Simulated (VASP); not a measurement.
# TiTe2 (P-3m1) in VASP: further runs

The runs below take TiTe2 through single point, with PBE.

Program: VASP 6.6.1. These are calculated values, not measurements. Logs are shortened: lines on timing, memory, paths and dates and some standing lists are left out, and cuts for length are marked.

**1. The cell of the first run**

It takes space group P-3m1 (No. 164, trigonal). Conventional cell: a = 3.758 Å, b = 3.758 Å, c = 6.730 Å, α = 90.00°, β = 90.00°, γ = 120.00°. Ti (site symmetry -3m) has 6 Te at 2.78 Å within 3.7 Å. Within 3.7 Å of Te (site symmetry 3m) lie 3 Ti at 2.78 Å.

**2. Single point, PBE (volume scaled by 0.97, then relaxed in part)**

Contents of INCAR:

```
SYSTEM = TiTe2
PREC = Accurate
ENCUT = 520
EDIFF = 1E-6
ISMEAR = 0
SIGMA = 0.1
LREAL = .False.
LASPH = .True.
NELM = 60
ALGO = Normal
ISIF = 2
LWAVE = .False.
LCHARG = .False.
GGA = PE
NBANDS = 19
```

Contents of KPOINTS:

```
Automatic mesh
0
Gamma
  12 12 8
  0 0 0
```

Contents of POSCAR:

```
TiTe2
1.0
    3.7580708344      0.0000000000      0.0000000000
   -1.8790354172      3.2545848118      0.0000000000
    0.0000000000      0.0000000000      6.7302488837
Ti Te
1 2
Direct
    0.0000000000      0.0000000000      0.0000000000
    0.6666666667      0.3333333333      0.2571007407
    0.3333333333      0.6666666667      0.7428992593
```

Potentials or basis: VASP PAW PBE potentials, release 64 (Ti_sv, Te).

Launch:

```bash
> cat potpaw_PBE.64/Ti_sv/POTCAR potpaw_PBE.64/Te/POTCAR > POTCAR
> mpirun -np 1 vasp_std > vasp.out
```

OUTCAR:

```text
SYSTEM = TiTe2
   PREC = Accurate
   ENCUT = 520
   EDIFF = 1E-6
   ISMEAR = 0
   LREAL = .False.
   LASPH = .True.
   NELM = 60
   ISIF = 2
   GGA = PE

 ion  position               nearest neighbor table
   1  0.000  0.000  0.000-   2 2.78   3 2.78   3 2.78   2 2.78   2 2.78   3 2.78
   2  0.667  0.333  0.257-   1 2.78   1 2.78   1 2.78
   3  0.333  0.667  0.743-   1 2.78   1 2.78   1 2.78

  LATTYP: Found a hexagonal cell.
 ALAT       =     3.7580708344
 C/A-ratio  =     1.7908786663

  Lattice vectors:

 A1 = (   3.7580708344,   0.0000000000,   0.0000000000)
 A2 = (  -1.8790354172,   3.2545848118,   0.0000000000)
 A3 = (   0.0000000000,   0.0000000000,   6.7302488837)

Analysis of symmetry for initial positions (statically):
=====================================================================
 Subroutine PRICEL returns:
 Original cell was already a primitive cell.

 Routine SETGRP: Setting up the symmetry group for a
 hexagonal supercell.

 Subroutine GETGRP returns: Found 12 space group operations
 (whereof 12 operations were pure point group operations)
 out of a pool of 24 trial point group operations.

The static configuration has the point symmetry D_3d.

Analysis of symmetry for dynamics (positions and initial velocities):
=====================================================================
 Subroutine PRICEL returns:
 Original cell was already a primitive cell.

 Routine SETGRP: Setting up the symmetry group for a
 hexagonal supercell.

 Subroutine GETGRP returns: Found 12 space group operations
 (whereof 12 operations were pure point group operations)
 out of a pool of 24 trial point group operations.

The dynamic configuration has the point symmetry D_3d.

 Subroutine INISYM returns: Found 12 space group operations
 (whereof 12 operations are pure point group operations),
 and found     1 'primitive' translations

----------------------------------------------------------------------------------------

                                     Primitive cell

  volume of cell :      82.3174

  direct lattice vectors                    reciprocal lattice vectors
     3.758070834  0.000000000  0.000000000     0.266093973  0.153629427  0.000000000
    -1.879035417  3.254584812  0.000000000     0.000000000  0.307258854  0.000000000
     0.000000000  0.000000000  6.730248884     0.000000000  0.000000000  0.148582915

[... 77 lines left out ...]
   ISTART =      0    job   : 0-new  1-cont  2-samecut
   ICHARG =      2    charge: 1-file 2-atom 10-const
   ISPIN  =      1    spin polarized calculation?
   LNONCOLLINEAR =      F non collinear calculations
   LSORBIT =      F    spin-orbit coupling
   LASPH  =      T    aspherical Exc in radial PAW
   ENCUT  =  520.0 eV  38.22 Ry    6.18 a.u.   6.99  6.99 12.51*2*pi/ulx,y,z
   NELM   =     60;   NELMIN=  2; NELMDL= -5     # of ELM steps
   EDIFF  = 0.1E-05   stopping-criterion for ELM
   LREAL  =      F    real-space projection
   EDIFFG = 0.1E-04   stopping-criterion for IOM
   NSW    =      0    number of steps for IOM
   IBRION =     -1    ionic relax: 0-MD 1-quasi-New 2-CG
   NFREE  =      0    steps in history (QN), initial steepest desc. (CG)
   ISIF   =      2    stress and relaxation
   ISYM   =      2    0-nonsym 1-usesym 2-fastsym
   POTIM  = 0.5000    time-step for ionic-motion
   TEBEG  =    0.0;   TEEND  =   0.0 temperature during run
   PSTRESS=    0.0 pullay stress
   NELECT =      24.0000    total number of electrons
   NUPDOWN=      -1.0000    fix difference up-down
   EMIN   =  10.00;   EMAX   =-10.00  energy-range for DOS
   EFERMI =   0.00;   METHOD = LEGACY
   ISMEAR =     0;   SIGMA  =   0.10  broadening in eV -4-tet -1-fermi 0-gaus
   EFERMI_NEDOS =   21; number of points for ismear=-14 and -15
   IALGO  =     38    algorithm
   IMIX   =      4    mixing-type and parameters
     AMIX     =   0.40;   BMIX     =  1.00
     AMIX_MAG =   1.60;   BMIX_MAG =  1.00
  volume/ion in A,a.u.               =      27.44       185.17
  Fermi-wavevector in a.u.,A,eV,Ry     =   1.085545  2.051383 16.033227  1.178409
  Thomas-Fermi vector in A             =   2.221662
   LORBIT       =      0    0 simple, 1 ext, 2 COOP (PROOUT), +10 PAW based schemes
   GGA     = PE    functional components
   LHFCALC =     F    Hartree Fock is set to
   AEXX    =    0.0000 exact exchange contribution
   IVDW    =     0    specifies the selected vdW correction
   LEPSILON=     F    determine dielectric tensor
   LRPA    =     F    only Hartree local field effects (RPA)
 non-spin polarized calculation
 Gauss-broadening in eV      SIGMA  =   0.10
  energy-cutoff  :      520.00
  volume of cell :       82.32
 maximum number of plane-waves:      2241
   NGX = 13   NGY = 13   NGZ = 25

 number of electron      23.9999995 magnetization

 Free energy of the ion-electron system (eV)
  ---------------------------------------------------
  ext. energy  EPLUGINS =         0.00000000
  ---------------------------------------------------
  free energy    TOTEN  =       -16.22020221 eV

  energy without entropy =      -16.21449511  energy(sigma->0) =      -16.21734866

 E-fermi :   6.5288     XC(G=0):  -9.7178

 val. band max:        6.5281262194   @ k =   0.3333   0.0000   0.5000
 cond. band min:       6.5302545427   @ k =   0.0000   0.4167   0.2500
 fundamental gap:      0.0021283233
 Fermi energy:         6.5288042076

 k-point     1 :       0.0000    0.0000    0.0000
  band No.  band energies     occupation
      1     -50.9696      2.00000
      2     -27.2249      2.00000
      3     -27.2249      2.00000
      4     -27.1831      2.00000
      5      -5.7853      2.00000
      6      -4.4874      2.00000
[... 505 lines left out ...]
      6      -4.3775      2.00000
[... 11 lines left out ...]
     18      12.9079      0.00000
     19      13.1441      0.00000

 [... further k-points ...]
[... 5 lines left out ...]
  --------------------------------------------------------------------------------------
  -------------------------------------------------------------------------------------
  Total        0.2410429      0.2410429      0.2084865      0.0000000     -0.0000000      0.0000000
  in kB        4.6915171      4.6915171      4.0578575      0.0000000     -0.0000000      0.0000000
  external PRESSURE =       4.4802972 kB  Pullay stress =       0.0000000 kB

 VOLUME and BASIS-vectors are now :
 -----------------------------------------------------------------------------
  energy-cutoff  :      520.00
  volume of cell :       82.32
      direct lattice vectors                 reciprocal lattice vectors
     3.758070834  0.000000000  0.000000000     0.266093973  0.153629427  0.000000000
    -1.879035417  3.254584812  0.000000000     0.000000000  0.307258854  0.000000000
     0.000000000  0.000000000  6.730248884     0.000000000  0.000000000  0.148582915

 POSITION                                       TOTAL-FORCE (eV/Angst)
 -----------------------------------------------------------------------------------
      0.00000      0.00000      0.00000         0.000000      0.000000      0.000000
      1.87904      1.08486      1.73035        -0.000000     -0.000000      0.003067
     -0.00000      2.16972      4.99990         0.000000      0.000000     -0.003067
 -----------------------------------------------------------------------------------
    total drift:                                0.000000     -0.000000      0.000000

  FREE ENERGIE OF THE ION-ELECTRON SYSTEM (eV)
  ---------------------------------------------------
  free  energy   TOTEN  =       -16.2202022127 eV

  energy  without entropy=      -16.2144951109  energy(sigma->0) =      -16.21734866
```

OSZICAR:

```text
N       E                     dE             d eps       ncg     rms          rms(c)
DAV:   1     0.178491000004E+03    0.17849E+03   -0.10777E+04  4978   0.117E+03
DAV:   2    -0.187128441409E+01   -0.18036E+03   -0.17555E+03  5238   0.295E+02
DAV:   3    -0.178945494275E+02   -0.16023E+02   -0.15660E+02  7697   0.830E+01
DAV:   4    -0.184725819342E+02   -0.57803E+00   -0.57523E+00  6543   0.146E+01
DAV:   5    -0.184943935063E+02   -0.21812E-01   -0.21802E-01  7094   0.272E+00    0.121E+01
DAV:   6    -0.186982844960E+02   -0.20389E+00   -0.38415E+01  5431   0.377E+01    0.148E+01
DAV:   7    -0.164925597509E+02    0.22057E+01   -0.32996E+01  6309   0.325E+01    0.553E+00
DAV:   8    -0.162216377588E+02    0.27092E+00   -0.14910E+00  5871   0.830E+00    0.176E+00
DAV:   9    -0.162468907908E+02   -0.25253E-01   -0.30719E-01  6758   0.342E+00    0.172E+00
DAV:  10    -0.162251367064E+02    0.21754E-01   -0.35014E-01  5908   0.393E+00    0.858E-01
DAV:  11    -0.162202897388E+02    0.48470E-02   -0.39135E-02  5784   0.141E+00    0.361E-01
DAV:  12    -0.162204438011E+02   -0.15406E-03   -0.35584E-03  5977   0.413E-01    0.262E-01
DAV:  13    -0.162202120974E+02    0.23170E-03   -0.83788E-04  5936   0.203E-01    0.626E-02
DAV:  14    -0.162202130780E+02   -0.98058E-06   -0.26008E-05  5821   0.364E-02    0.431E-02
DAV:  15    -0.162202066287E+02    0.64493E-05   -0.87528E-06  6004   0.217E-02    0.276E-02
DAV:  16    -0.162202019390E+02    0.46898E-05   -0.25318E-05  6459   0.315E-02    0.195E-03
DAV:  17    -0.162202022127E+02   -0.27375E-06   -0.49998E-07  3308   0.591E-03
   1 F= -.16220202E+02 E0= -.16217349E+02  d E =-.570710E-02
```

stdout:

```text
POSCAR found type information on POSCAR TiTe
 POSCAR found :  2 types and       3 ions
 scaLAPACK will be used
 LDA part: xc-table for (Slater+PW92), standard interpolation
 POSCAR, INCAR and KPOINTS ok, starting setup
 FFT: planning ... GRIDC
 FFT: planning ... GRID_SOFT
 FFT: planning ... GRID
 WAVECAR not read
 entering main loop
```

Run time: 1.7 min. Hardware: 1 thread of Intel Xeon 6975P-C (Granite Rapids), shared host; peak memory 0.33 GiB.

Results:

```yaml
Free_energy: -16.2202 eV
Pressure: 0.4 GPa
Largest_force: 0.003 eV/Å
Band_gap_on_the_k_mesh: zero (band 12 reaches 6.93 eV, above the bottom of band 13 at 6.23 eV)
```

Forces in eV/Å, atoms in the order of the input:
```
Ti   0.000  0.000  0.000
Te   0.000  0.000  0.003
Te   0.000  0.000 -0.003
```

Caveat: the cell differs from its parent crystal (volume scaled by 0.97, then relaxed in part); spin-orbit coupling is left out, which moves the levels of the heavy elements; this functional lacks dispersion, which binds the layers, so the pressure and a relaxed spacing across them are unreliable.

**3. Single point, PBE**

This run uses another cell than the first one, of 28.29 Å³/atom, 1.031 times its volume.

Contents of INCAR:

```
PREC = Accurate
ENCUT = 520
EDIFF = 1E-6
ISMEAR = 0
SIGMA = 0.1
LREAL = F
LASPH = T
NELM = 60
ALGO = Normal
ISIF = 2
LWAVE = F
LCHARG = F
GGA = PE
NBANDS = 19
```

Contents of KPOINTS:

```
Automatic mesh
0
Gamma
  12 12 8
```

Contents of POSCAR:

```
TiTe2
1.0
    3.7690280771      0.0000000000      0.0000000000
   -1.8845140386      3.2640740624      0.0000000000
    0.0000000000      0.0000000000      6.8981171927
Ti Te
1 2
Direct
    0.0000000000      0.0000000000      0.0000000000
    0.6666666667      0.3333333333      0.2508568286
    0.3333333333      0.6666666667      0.7491431714
```

Potentials or basis: VASP PAW PBE potentials, release 64 (Ti_sv, Te).

Launch:

```bash
> cat potpaw_PBE.64/Ti_sv/POTCAR potpaw_PBE.64/Te/POTCAR > POTCAR
> mpirun -np 1 vasp_std > vasp.out
```

Run time: 96 s. Hardware: 1 thread of Intel Xeon 6975P-C (Granite Rapids), shared host; peak memory 0.34 GiB.

The run converged. Its results:

```yaml
Free_energy: -16.2231 eV
Pressure: 0.0 GPa
Largest_force: 0.010 eV/Å
Band_gap_on_the_k_mesh: zero (band 12 reaches 6.56 eV, above the bottom of band 13 at 5.90 eV)
```

Forces in eV/Å, atoms in the order of the input:
```
Ti   0.000  0.000  0.000
Te   0.000  0.000  0.010
Te   0.000  0.000 -0.010
```

Levels at points of the mesh, in eV from the Fermi level:
```tsv
k point	band 10	band 11	band 12	band 13	band 14	band 15
(0.00, 0.00, 0.00)	0.00	0.31	0.40	0.40	1.11	1.11
(0.50, 0.00, 0.00)	-2.33	-1.74	-0.90	-0.01	1.15	1.48
(0.00, 0.00, 0.50)	-1.53	0.39	0.39	0.87	0.94	0.94
(0.50, 0.00, 0.50)	-1.88	-1.23	-0.61	-0.26	1.15	1.47
```

Caveat: spin-orbit coupling is left out, which moves the levels of the heavy elements; this functional lacks dispersion, which binds the layers, so the pressure and a relaxed spacing across them are unreliable.

(Part 1 of 2 ends here.)
